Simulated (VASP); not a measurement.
# SiC (P3m1) in VASP: further runs, part 2 of 2

VASP 6.6.1. The steps go on from the part before.

### 5 Single point, PBE

This run uses another cell than the first one, of 11.54 Å³/atom, 1.064 times its volume.

Contents of INCAR:

```
SYSTEM = SiC
  PREC = Accurate
  ENCUT = 520
  EDIFF = 1E-6
  ISMEAR = 0
  SIGMA = 0.05
  LREAL = .FALSE.
  LASPH = .TRUE.
  NELM = 60
  ALGO = Normal
  ISIF = 2
  LWAVE = .FALSE.
  LCHARG = .FALSE.
  GGA = PE
  NBANDS = 36
```

Contents of KPOINTS:

```
regular mesh
0
G
  10 10 2
  0 0 0
```

Contents of POSCAR:

```
SiC
1.0
    2.1898640950     -2.1898640950      0.0000000000
    2.1898640950      0.0000000000     -2.1898640950
    9.6254817837      9.6254817837      9.6254817837
Si C
6 6
Direct
    1.0000000000      0.0000000000      0.3601890184
    0.3333333333      0.3333333333      0.2085177120
    0.6666666667      0.6666666667      0.5118603248
    1.0000000000      1.0000000000      0.8152029375
    0.3333333333      0.3333333333      0.6635316311
    0.6666666667      0.6666666667      0.0568464056
    0.6666666667      0.6666666667      0.3981068450
    0.0000000000      0.0000000000      0.2464355386
    0.3333333333      0.3333333333      0.5497781514
    0.6666666667      0.6666666667      0.8531207641
    0.0000000000      0.0000000000      0.7014494577
    0.3333333333      0.3333333333      0.0947642322
```

Potentials or basis: VASP PAW PBE potentials, release 64 (Si, C).

Launch:

```bash
cat potpaw_PBE.64/Si/POTCAR potpaw_PBE.64/C/POTCAR > POTCAR
mpirun -np 1 vasp_std > vasp.out
```

OUTCAR:

```text
SYSTEM = SiC
   PREC = Accurate
   ENCUT = 520
   EDIFF = 1E-6
   ISMEAR = 0
   LREAL = .FALSE.
   LASPH = .TRUE.
   NELM = 60
   ISIF = 2
   GGA = PE

 ion  position               nearest neighbor table
   1  0.000  0.000  0.360-   7 1.90   7 1.90   7 1.90   8 1.90   2 3.10   3 3.10   3 3.10   3 3.10
                             2 3.10   2 3.10
   2  0.333  0.333  0.209-   8 1.90   8 1.90   8 1.90  12 1.90   1 3.10   6 3.10   6 3.10   1 3.10
                             1 3.10   6 3.10
   3  0.667  0.667  0.512-   9 1.90   9 1.90   7 1.90   9 1.90   5 3.10   5 3.10   5 3.10   1 3.10
[... 1172 lines left out ...]
 -----------------------------------------------------------------------------
  energy-cutoff  :      520.00
  volume of cell :      138.48
      direct lattice vectors                 reciprocal lattice vectors
     2.189864095 -2.189864095  0.000000000     0.152216448 -0.304432895  0.152216448
     2.189864095  0.000000000 -2.189864095     0.152216448  0.152216448 -0.304432895
     9.625481784  9.625481784  9.625481784     0.034630301  0.034630301  0.034630301

 POSITION                                       TOTAL-FORCE (eV/Angst)
 -----------------------------------------------------------------------------------
      3.46699      3.46699      3.46699         0.160914      0.160914      0.160914
      3.46699      1.27713      1.27713         0.205546      0.205546      0.205546
      7.84672      3.46699      3.46699         0.149743      0.149743      0.149743
      7.84672      7.84672      7.84672         1.617898      1.617898      1.617898
      7.84672      5.65686      5.65686         0.219000      0.219000      0.219000
      3.46699     -0.91274     -0.91274        -0.504254     -0.504254     -0.504254
      6.75179      2.37206      2.37206        -0.150786     -0.150786     -0.150786
      2.37206      2.37206      2.37206        -0.174727     -0.174727     -0.174727
      6.75179      4.56192      4.56192        -0.161345     -0.161345     -0.161345
     11.13152      6.75179      6.75179        -0.597106     -0.597106     -0.597106
      6.75179      6.75179      6.75179        -0.341881     -0.341881     -0.341881
      2.37206      0.18220      0.18220        -0.423002     -0.423002     -0.423002
 -----------------------------------------------------------------------------------
    total drift:                               -0.001362     -0.001362     -0.001362

  FREE ENERGIE OF THE ION-ELECTRON SYSTEM (eV)
  ---------------------------------------------------
  free  energy   TOTEN  =       -87.2038246595 eV

  energy  without entropy=      -87.2029003771  energy(sigma->0) =      -87.20336252
```

OSZICAR:

```text
N       E                     dE             d eps       ncg     rms          rms(c)
DAV:   1     0.137612189996E+03    0.13761E+03   -0.21570E+04  2016   0.119E+03
DAV:   2    -0.848036605710E+02   -0.22242E+03   -0.20751E+03  2552   0.211E+02
DAV:   3    -0.986738619549E+02   -0.13870E+02   -0.13728E+02  2636   0.509E+01
[... 12 lines left out ...]
DAV:  16    -0.872039144868E+02   -0.39411E-04   -0.82520E-04  2716   0.134E-01    0.158E-01
DAV:  17    -0.872038387248E+02    0.75762E-04   -0.24526E-04  2496   0.670E-02    0.974E-02
DAV:  18    -0.872038433735E+02   -0.46487E-05   -0.23152E-05  2696   0.333E-02    0.912E-02
DAV:  19    -0.872038298420E+02    0.13531E-04   -0.10972E-05  2592   0.172E-02    0.536E-02
DAV:  20    -0.872038239358E+02    0.59062E-05   -0.14424E-05  2352   0.148E-02    0.290E-02
DAV:  21    -0.872038246595E+02   -0.72369E-06   -0.15612E-06  1744   0.496E-03
   1 F= -.87203825E+02 E0= -.87203363E+02  d E =-.924282E-03
```

stdout:

```text
POSCAR found type information on POSCAR SiC
 POSCAR found :  2 types and      12 ions
 scaLAPACK will be used
 LDA part: xc-table for (Slater+PW92), standard interpolation
 POSCAR, INCAR and KPOINTS ok, starting setup
 FFT: planning ... GRIDC
 FFT: planning ... GRID_SOFT
 FFT: planning ... GRID
 WAVECAR not read
 entering main loop
```

Wall time 88 s (1 thread of Intel Xeon 6975P-C (Granite Rapids), shared host); peak memory 0.29 GiB.

What came out:

```yaml
Free_energy: -87.2038 eV
Pressure: -2.1 GPa
Largest_force: 2.802 eV/Å
Band_gap_on_the_k_mesh: 0.02 eV, indirect (least direct gap 0.83 eV)
```

Forces on the atoms (eV/Å):
```
Si   0.161  0.161  0.161
Si   0.206  0.206  0.206
Si   0.150  0.150  0.150
Si   1.618  1.618  1.618
Si   0.219  0.219  0.219
Si  -0.504 -0.504 -0.504
C   -0.151 -0.151 -0.151
C   -0.175 -0.175 -0.175
C   -0.161 -0.161 -0.161
C   -0.597 -0.597 -0.597
C   -0.342 -0.342 -0.342
C   -0.423 -0.423 -0.423
```

Stress tensor (GPa, compression positive):
```
-2.14 -2.09 -2.09
-2.09 -2.14 -2.09
-2.09 -2.09 -2.14
```

Caveat: forces of over 1 eV/Å act on the atoms, so gaps and moduli don't describe the material at rest.

### 6 Summary

```tsv
cell	gap on the mesh (eV)	pressure (GPa)	largest force (eV/Å)
a = 3.097, b = 3.097, c = 15.672 Å, angles 90.0, 90.0, 60.0°, 12 atoms	0.69	-3.0	2.36
a = 3.097, b = 3.097, c = 15.922 Å, angles 90.0, 90.0, 60.0°, 12 atoms	0.41	-3.0	2.11
a = 3.097, b = 3.097, c = 16.172 Å, angles 90.0, 90.0, 60.0°, 12 atoms	0.22	-2.8	2.44
a = 3.097, b = 3.097, c = 16.672 Å, angles 90.0, 90.0, 60.0°, 12 atoms	0.02	-2.1	2.80
```

Alike in all rows: task single point; level PBE; potentials or basis VASP PAW PBE potentials, release 64 (Si, C); no spin polarisation; k mesh 10 × 10 × 2; cutoff (eV) 520; smearing gaussian 0.05 eV.

Caveats: forces of over 1 eV/Å act on the atoms, so gaps and moduli don't describe the material at rest.

Total energies depend on the potentials used, so only differences within one code and one set of settings carry meaning.
